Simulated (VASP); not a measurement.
# Mg3CdSe4 (P-43m) in VASP: single point with PBE

Aim: the single point of Mg3CdSe4 with PBE.

All numbers are computed with VASP 6.6.1; they aren't measurements. Logs are shortened: lines on timing, memory, paths and dates and some standing lists are left out, and cuts for length are marked.

## (1) The cell of the first run

The structure is cubic, space group P-43m (No. 215). The conventional cell has a = 6.044 Å, b = 6.044 Å, c = 6.044 Å, α = 90.00°, β = 90.00°, γ = 90.00°. Mg (site symmetry -42m) has 4 Se at 2.60 Å within 3.4 Å. Within 3.5 Å of Cd (site symmetry -43m) lie 4 Se at 2.68 Å. Within 3.4 Å of Se (site symmetry 3m) lie 3 Mg at 2.60 Å and 1 Cd at 2.68 Å.

## (2) Single point, PBE

File POSCAR:

```
Mg3CdSe4
1.0
    6.0437947000      0.0000000000      0.0000000000
    0.0000000000      6.0437947000      0.0000000000
    0.0000000000      0.0000000000      6.0437947000
Mg Cd Se
3 1 4
Direct
    0.0000000000      0.5000000000      0.5000000000
    0.5000000000      0.0000000000      0.5000000000
    0.5000000000      0.5000000000      0.0000000000
    0.0000000000      0.0000000000      0.0000000000
    0.2556460000      0.2556460000      0.7443540000
    0.2556460000      0.7443540000      0.2556460000
    0.7443540000      0.2556460000      0.2556460000
    0.7443540000      0.7443540000      0.7443540000
```

File INCAR.step1:

```
SYSTEM = Mg3CdSe4
ALGO = Normal ; EDIFF = 1E-6
ENCUT = 520 ; GGA = PE
ISIF = 2 ; ISMEAR = 0
LASPH = .TRUE. ; LCHARG = .TRUE.
LREAL = .FALSE. ; LWAVE = .FALSE.
NBANDS = 31 ; NELM = 100
PREC = Accurate ; SIGMA = 0.02
```

File KPOINTS.step1:

```
k-points
0
G
  6 6 6
  0 0 0
```

File INCAR.step2:

```
SYSTEM = Mg3CdSe4
ALGO = Normal ; EDIFF = 1E-6
ENCUT = 520 ; GGA = PE
ICHARG = 11 ; ISIF = 2
ISMEAR = -5 ; LASPH = .TRUE.
LCHARG = .FALSE. ; LORBIT = 11
LREAL = .FALSE. ; LWAVE = .FALSE.
NEDOS = 2001 ; NELM = 100
PREC = Accurate ; SIGMA = 0.02
```

File KPOINTS.step2:

```
k-points
0
G
  9 9 9
  0 0 0
```

Potentials or basis: VASP PAW PBE potentials, release 64 (Mg, Cd, Se).

Command:

```bash
$ cat potpaw_PBE.64/Mg/POTCAR potpaw_PBE.64/Cd/POTCAR potpaw_PBE.64/Se/POTCAR > POTCAR
$ cp INCAR.step1 INCAR
$ cp KPOINTS.step1 KPOINTS
$ mpirun -np 1 vasp_std > vasp.out
$ cp INCAR.step2 INCAR
$ cp KPOINTS.step2 KPOINTS
$ mpirun -np 1 vasp_std > vasp.out
```

OUTCAR:

```text
SYSTEM = Mg3CdSe4
   EDIFF = 1E-6
   ENCUT = 520
   GGA = PE
   ICHARG = 11
   ISIF = 2
   ISMEAR = -5
   LASPH = .TRUE.
   LORBIT = 11
   LREAL = .FALSE.
   NELM = 100
   PREC = Accurate

 ion  position               nearest neighbor table
   1  0.000  0.500  0.500-   5 2.60   6 2.60   7 2.60   8 2.60
   2  0.500  0.000  0.500-   5 2.60   6 2.60   7 2.60   8 2.60
   3  0.500  0.500  0.000-   5 2.60   6 2.60   7 2.60   8 2.60
   4  0.000  0.000  0.000-   5 2.68   6 2.68   7 2.68   8 2.68
   5  0.256  0.256  0.744-   1 2.60   2 2.60   3 2.60   4 2.68
   6  0.256  0.744  0.256-   1 2.60   2 2.60   3 2.60   4 2.68
   7  0.744  0.256  0.256-   1 2.60   2 2.60   3 2.60   4 2.68
   8  0.744  0.744  0.744-   1 2.60   2 2.60   3 2.60   4 2.68

  LATTYP: Found a simple cubic cell.
 ALAT       =     6.0437947000

  Lattice vectors:

 A1 = (   6.0437947000,   0.0000000000,   0.0000000000)
 A2 = (   0.0000000000,   6.0437947000,   0.0000000000)
 A3 = (   0.0000000000,   0.0000000000,   6.0437947000)

Analysis of symmetry for initial positions (statically):
=====================================================================
 Subroutine PRICEL returns:
 Original cell was already a primitive cell.

 Routine SETGRP: Setting up the symmetry group for a
 simple cubic supercell.

 Subroutine GETGRP returns: Found 24 space group operations
 (whereof 24 operations were pure point group operations)
 out of a pool of 48 trial point group operations.

The static configuration has the point symmetry T_d .

Analysis of symmetry for dynamics (positions and initial velocities):
=====================================================================
 Subroutine PRICEL returns:
 Original cell was already a primitive cell.

 Routine SETGRP: Setting up the symmetry group for a
 simple cubic supercell.

 Subroutine GETGRP returns: Found 24 space group operations
 (whereof 24 operations were pure point group operations)
 out of a pool of 48 trial point group operations.

The dynamic configuration has the point symmetry T_d .

 Subroutine INISYM returns: Found 24 space group operations
 (whereof 24 operations are pure point group operations),
 and found     1 'primitive' translations

----------------------------------------------------------------------------------------

                                     Primitive cell

  volume of cell :     220.7644

  direct lattice vectors                    reciprocal lattice vectors
     6.043794700  0.000000000  0.000000000     0.165458962  0.000000000  0.000000000
     0.000000000  6.043794700  0.000000000     0.000000000  0.165458962  0.000000000
     0.000000000  0.000000000  6.043794700     0.000000000  0.000000000  0.165458962

  length of vectors
     6.043794700  6.043794700  6.043794700     0.165458962  0.165458962  0.165458962

  position of ions in fractional coordinates (direct lattice)
     0.000000000  0.500000000  0.500000000
     0.500000000  0.000000000  0.500000000
     0.500000000  0.500000000  0.000000000
     0.000000000  0.000000000  0.000000000
     0.255646000  0.255646000  0.744354000
     0.255646000  0.744354000  0.255646000
     0.744354000  0.255646000  0.255646000
     0.744354000  0.744354000  0.744354000

  ion indices of the primitive-cell ions
   primitive index   ion index
                 1           1
                 2           2
                 3           3
                 4           4
                 5           5
                 6           6
                 7           7
                 8           8

----------------------------------------------------------------------------------------

 KPOINTS: k-points

Automatic generation of k-mesh.
 Grid dimensions read from file:
 generate k-points for:    9    9    9

 Generating k-lattice:

  Cartesian coordinates                     Fractional coordinates (reciprocal lattice)
     0.018384329  0.000000000  0.000000000     0.111111111  0.000000000  0.000000000
     0.000000000  0.018384329  0.000000000     0.000000000  0.111111111  0.000000000
     0.000000000  0.000000000  0.018384329     0.000000000  0.000000000  0.111111111

  Length of vectors
     0.018384329  0.018384329  0.018384329

  Shift w.r.t. Gamma in fractional coordinates (k-lattice)
     0.000000000  0.000000000  0.000000000

 TETIRR: Found    353 inequivalent tetrahedra from     4374

 Subroutine IBZKPT returns following result:
 ===========================================

 Found     35 irreducible k-points:

 Following reciprocal coordinates:
            Coordinates               Weight
  0.000000  0.000000  0.000000      1.000000
  0.111111  0.000000  0.000000      6.000000
  0.222222  0.000000  0.000000      6.000000
  0.333333  0.000000  0.000000      6.000000
  0.444444  0.000000  0.000000      6.000000
  0.111111  0.111111  0.000000     12.000000
[... 16 lines left out ...]
  0.333333  0.333333  0.111111     24.000000
  0.444444  0.333333  0.111111     48.000000
 [... further k-points ...]
   k-points           NKPTS =     35   k-points in BZ     NKDIM =     35   number of bands    NBANDS=     26
   number of dos      NEDOS =   2001   number of ions     NIONS =      8
   total plane-waves  NPLWV = 110592
   dimension x,y,z NGX =    48 NGY =   48 NGZ =   48
   dimension x,y,z NGXF=    96 NGYF=   96 NGZF=   96
   ions per type =               3   1   4
   NGX,Y,Z   is equivalent  to a cutoff of  13.20, 13.20, 13.20 a.u.
   NGXF,Y,Z  is equivalent  to a cutoff of  26.41, 26.41, 26.41 a.u.
 SYSTEM =  Mg3CdSe4
   PREC   = accura    normal or accurate (medium, high low for compatibility)
   ISTART =      0    job   : 0-new  1-cont  2-samecut
   ICHARG =     11    charge: 1-file 2-atom 10-const
   ISPIN  =      1    spin polarized calculation?
   LNONCOLLINEAR =      F non collinear calculations
   LSORBIT =      F    spin-orbit coupling
   LASPH  =      T    aspherical Exc in radial PAW
   ENCUT  =  520.0 eV  38.22 Ry    6.18 a.u.  11.24 11.24 11.24*2*pi/ulx,y,z
   NELM   =    100;   NELMIN=  2; NELMDL=  0     # of ELM steps
   EDIFF  = 0.1E-05   stopping-criterion for ELM
   LREAL  =      F    real-space projection
   EDIFFG = 0.1E-04   stopping-criterion for IOM
   NSW    =      0    number of steps for IOM
   IBRION =     -1    ionic relax: 0-MD 1-quasi-New 2-CG
   NFREE  =      0    steps in history (QN), initial steepest desc. (CG)
   ISIF   =      2    stress and relaxation
   ISYM   =      2    0-nonsym 1-usesym 2-fastsym
   POTIM  = 0.5000    time-step for ionic-motion
   TEBEG  =    0.0;   TEEND  =   0.0 temperature during run
   PSTRESS=    0.0 pullay stress
   NELECT =      42.0000    total number of electrons
   NUPDOWN=      -1.0000    fix difference up-down
   EMIN   =  10.00;   EMAX   =-10.00  energy-range for DOS
   EFERMI =   0.00;   METHOD = LEGACY
   ISMEAR =    -5;   SIGMA  =   0.02  broadening in eV -4-tet -1-fermi 0-gaus
   EFERMI_NEDOS =   21; number of points for ismear=-14 and -15
   IALGO  =     38    algorithm
   IMIX   =      4    mixing-type and parameters
     AMIX     =   0.40;   BMIX     =  1.00
     AMIX_MAG =   1.60;   BMIX_MAG =  1.00
  volume/ion in A,a.u.               =      27.60       186.22
  Fermi-wavevector in a.u.,A,eV,Ry     =   0.941560  1.779291 12.062057  0.886536
  Thomas-Fermi vector in A             =   2.069083
   LORBIT       =     11    0 simple, 1 ext, 2 COOP (PROOUT), +10 PAW based schemes
   GGA     = PE    functional components
   LHFCALC =     F    Hartree Fock is set to
   AEXX    =    0.0000 exact exchange contribution
   IVDW    =     0    specifies the selected vdW correction
   LEPSILON=     F    determine dielectric tensor
   LRPA    =     F    only Hartree local field effects (RPA)
 non-spin polarized calculation
 Fermi weights with tetrahedron method with Bloechl corrections
  energy-cutoff  :      520.00
  volume of cell :      220.76
 maximum number of plane-waves:      6031
 NGX is ok and might be reduce to    48

 number of electron      42.0000003 magnetization

 Free energy of the ion-electron system (eV)
  ---------------------------------------------------
  ext. energy  EPLUGINS =         0.00000000
  ---------------------------------------------------
  free energy    TOTEN  =       -28.04514338 eV

  energy without entropy =      -28.04514338  energy(sigma->0) =      -28.04514338

 E-fermi :   0.5343     XC(G=0):  -8.2453

 val. band max:        0.5329556560   @ k =   0.0000   0.0000   0.0000
 cond. band min:       2.4637105271   @ k =   0.0000   0.0000   0.0000
 fundamental gap:      1.9307548711
 Fermi energy:         0.5342749386

 k-point     1 :       0.0000    0.0000    0.0000
  band No.  band energies     occupation
      1     -11.1959      2.00000
      2     -10.5728      2.00000
      3     -10.5728      2.00000
      4     -10.5728      2.00000
      5      -6.5171      2.00000
      6      -6.5171      2.00000
[... 18 lines left out ...]
     25       3.9687      0.00000
     26       4.4371      0.00000

 k-point     2 :       0.1111    0.0000    0.0000
  band No.  band energies     occupation
      1     -11.1789      2.00000
      2     -10.5931      2.00000
      3     -10.5725      2.00000
      4     -10.5725      2.00000
      5      -6.5260      2.00000
      6      -6.5161      2.00000
[... 18 lines left out ...]
     25       4.1105      0.00000
[... 608 lines left out ...]
     25       5.4838      0.00000
     26       6.1172      0.00000

 k-point    24 :       0.4444    0.3333    0.1111
  band No.  band energies     occupation
      1     -10.8580      2.00000
      2     -10.7648      2.00000
      3     -10.6700      2.00000
      4     -10.6377      2.00000
      5      -6.5490      2.00000
      6      -6.5298      2.00000
[... 18 lines left out ...]
     25       5.8147      0.00000
     26       6.1967      0.00000

 [... further k-points ...]

------------------------ aborting loop because EDIFF is reached ----------------------------------------

  FORCE on cell =-STRESS in cart. coord.  units (eV):
  Direction    XX          YY          ZZ          XY          YZ          ZX
  --------------------------------------------------------------------------------------
  -------------------------------------------------------------------------------------
  Total        0.0363554      0.0363554      0.0363554     -0.0000000     -0.0000000     -0.0000000
  in kB        0.2638456      0.2638456      0.2638456     -0.0000000     -0.0000000     -0.0000000
  external PRESSURE =       0.2638456 kB  Pullay stress =       0.0000000 kB

 VOLUME and BASIS-vectors are now :
 -----------------------------------------------------------------------------
  energy-cutoff  :      520.00
  volume of cell :      220.76
      direct lattice vectors                 reciprocal lattice vectors
     6.043794700  0.000000000  0.000000000     0.165458962  0.000000000  0.000000000
     0.000000000  6.043794700  0.000000000     0.000000000  0.165458962  0.000000000
     0.000000000  0.000000000  6.043794700     0.000000000  0.000000000  0.165458962

 POSITION                                       TOTAL-FORCE (eV/Angst)
 -----------------------------------------------------------------------------------
      0.00000      3.02190      3.02190         0.000000      0.000000     -0.000000
      3.02190      0.00000      3.02190         0.000000      0.000000     -0.000000
      3.02190      3.02190      0.00000         0.000000      0.000000     -0.000000
      0.00000      0.00000      0.00000         0.000000      0.000000     -0.000000
      1.54507      1.54507      4.49872         0.023737      0.023737     -0.023737
      1.54507      4.49872      1.54507         0.023737     -0.023737      0.023737
      4.49872      1.54507      1.54507        -0.023737      0.023737      0.023737
      4.49872      4.49872      4.49872        -0.023737     -0.023737     -0.023737
 -----------------------------------------------------------------------------------
    total drift:                                0.000000      0.000000     -0.000000

  FREE ENERGIE OF THE ION-ELECTRON SYSTEM (eV)
  ---------------------------------------------------
  free  energy   TOTEN  =       -28.0451433827 eV

  energy  without entropy=      -28.0451433827  energy(sigma->0) =      -28.04514338

 total charge

# of ion       s       p       d       tot
------------------------------------------
    1        0.167   0.131   0.030   0.328
    2        0.167   0.131   0.030   0.328
    3        0.167   0.131   0.030   0.328
    4        0.432   0.291   9.554  10.278
    5        1.432   2.465   0.011   3.907
    6        1.432   2.465   0.011   3.907
    7        1.432   2.465   0.011   3.907
    8        1.432   2.465   0.011   3.907
--------------------------------------------------
tot          6.659  10.545   9.687  26.891
```

Run time: 7.5 min. Hardware: 1 thread of Intel Xeon 8259CL, shared host; peak memory 0.43 GiB.

Results:

* Valence electrons inside the program's atomic spheres: Mg 0.33; Cd 10.28; Se 3.91
